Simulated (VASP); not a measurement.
SnTe:

```
Te Sn
1.0
     0.00000    3.15085    3.15085
     3.15085    0.00000    3.15085
     3.15085    3.15085    0.00000
Te Sn
1 1
Direct
  0.50000 0.50000 0.50000
  0.00000 0.00000 0.00000
```

- Program: VASP 6.6.1
- Task: relaxation of cell and atoms
- Functional: BLYP
- Dispersion: D3(BJ)
- Potentials or basis: VASP PAW PBE potentials, release 64 (Te, Sn_d)
- Cutoff: 600 eV
- k mesh: 7 × 7 × 7
- Occupations: fermi-dirac, width 0.05 eV
- Spin: no spin polarisation

At the start: pressure 1.1 GPa; volume 31.28 Å³/atom.

How do energy, volume and symmetry change on relaxing?

Over 3 steps the energy falls by 2.6 meV/atom and the volume is 32.07 Å³/atom (+2.5 %); space group Fm-3m (No. 225, to 0.05 Å).

The path:
```tsv
step	energy change (eV)	largest force (eV/Å)	pressure (GPa)	volume (Å³)
1	0.0000	0.0000	1.09	62.56
2	-0.0050	0.0000	-0.24	64.51
3	-0.0053	0.0000	-0.01	64.14
```

Final structure:
```
Te Sn
1.0
     0.00000    3.17709    3.17709
     3.17709    0.00000    3.17709
     3.17709    3.17709    0.00000
Te Sn
1 1
Direct
  0.50000 0.50000 0.50000
  0.00000 0.00000 0.00000
```

Caveat: the PAW data sets were made with another functional, which shifts forces and pressure a little.
